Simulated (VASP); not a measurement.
MgO: single point with PBE

Crystal: MgO.

```
CELL_PARAMETERS angstrom
3.50470 0.00000 0.00000
-1.75235 3.03516 0.00000
0.00000 0.00000 9.94913
ATOMIC_POSITIONS crystal
Mg 0.33333 0.66667 0.96949
Mg 0.00000 0.00000 0.22082
Mg 0.00000 0.00000 0.72082
Mg 0.66667 0.33333 0.46949
O 0.33333 0.66667 0.78004
O 0.00000 0.00000 0.52964
O 0.00000 0.00000 0.02964
O 0.66667 0.33333 0.28004
```

This cell differs from its parent crystal: volume 13.229 Å^3 an atom, c/a of the conventional cell 2.8388.

```
Program                : VASP 6.6.1
Task                   : single point
Functional             : PBE
Potentials or basis    : VASP PAW PBE potentials, release 64 (Mg, O)
Cutoff                 : 520 eV
k mesh                 : 9 × 9 × 4
Occupations            : gaussian, width 0.05 eV
Spin                   : no spin polarisation
Dipole correction      : no
Further INCAR settings : ALGO = Normal; EDIFF = 1e-07; NBANDS = 26
```

```
Pressure               : -6.2 GPa
Largest force          : 1.152 eV/Å
Band gap on the k mesh : 2.80 eV, direct
```

Forces in eV/Å, atoms in the order of the input:
```
Mg   0.000  0.000  1.042
Mg   0.000  0.000  1.152
Mg   0.000  0.000  1.152
Mg   0.000  0.000  1.042
O    0.000  0.000 -1.110
O    0.000  0.000 -1.084
O    0.000  0.000 -1.084
O    0.000  0.000 -1.110
```

Stress tensor (GPa, compression positive):
```
-13.91   0.00   0.00
  0.00 -13.91   0.00
  0.00   0.00   9.31
```

Levels at points of the mesh, in eV from the valence-band top:
```csv
k point,band 14,band 15,band 16,band 17,band 18,band 19
"(0.00, 0.00, 0.00)",-0.33,-0.33,0.00,2.80,5.07,5.29
"(0.00, 0.00, 0.50)",-0.38,-0.38,-0.38,3.66,3.66,6.68
```

Run time: 3.1 min on 1 thread of AMD EPYC 7R43 64-Core Processor (Zen 3) (shared host), peak memory 0.23 GiB.

Caveat: forces of over 1 eV/Å act on the atoms, so gaps and moduli don't describe the material at rest. A k mesh can miss the band edges.
